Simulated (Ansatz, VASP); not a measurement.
**One calculation of GaAs, two programs**

Contents of INCAR:

```
SYSTEM = GaAs
ALGO = Normal ; EDIFF = 1E-6
ENCUT = 500 ; GGA = PE
GGA_COMPAT = .FALSE. ; ISIF = 2
ISMEAR = 0 ; LASPH = .TRUE.
LCHARG = .FALSE. ; LREAL = .FALSE.
LWAVE = .FALSE. ; NBANDS = 16
NELM = 120 ; PREC = Accurate
SIGMA = 0.03
```

KPOINTS

```
k-points
0
G
  10 10 10
  0 0 0
```

File POSCAR:

```
GaAs
1.0
    0.0000000000      2.8726922682      2.8726922682
    2.8726922682      0.0000000000      2.8726922682
    2.8726922682      2.8726922682      0.0000000000
Ga As
1 1
Direct
    0.0000000000      0.0000000000      0.0000000000
    0.7500000000      0.7500000000      0.7500000000
```

Input for Ansatz:

```yaml
crystal:
  lattice:
    - [0.0, 2.8726922755, 2.8726922755]
    - [2.8726922755, 0.0, 2.8726922755]
    - [2.8726922755, 2.8726922755, 0.0]
  atoms:
    - { symbol: Ga, position: [0.0, 0.0, 0.0] }
    - { symbol: As, position: [0.75, 0.75, 0.75] }
basis:
  ecutwfc: 420
kpoints:
  mp_grid: { grid: [10, 10, 10] }
hamiltonian:
  xc: pbe
scf:
  occupations: { method: gaussian, width: 0.03 }
output:
  forces: true
  stress: true
  eigenvalues: true
  write_density: true
  write_potential: true
  elf: true
  volumetric_format: npy
```

Alike in both runs: task single point; functional PBE; k mesh 10 × 10 × 10; occupations gaussian, width 0.03 eV; no spin polarisation.

```csv
,VASP,Ansatz
version,VASP 6.6.1,Ansatz 0.2.0
potentials or method,"VASP PAW PBE potentials, release 64 (Ga_d, As), cutoff 500 eV","scalar-relativistic, plane waves, PAW"
valence electrons in the cell,18,28
```

```csv
,VASP,Ansatz,Ansatz less VASP
gap on the k mesh at the Fermi level (eV),0.16,0.16,-0.003
least direct gap on the mesh (eV),0.16,0.16,-0.003
pressure (GPa),0.1,0.0,-0.15
```

With one functional, cell and mesh, what is left measures potentials, basis and numerics. VASP's potentials hold 18 valence electrons a cell and Ansatz's 28, so a difference there can come from the potentials and not from the codes.
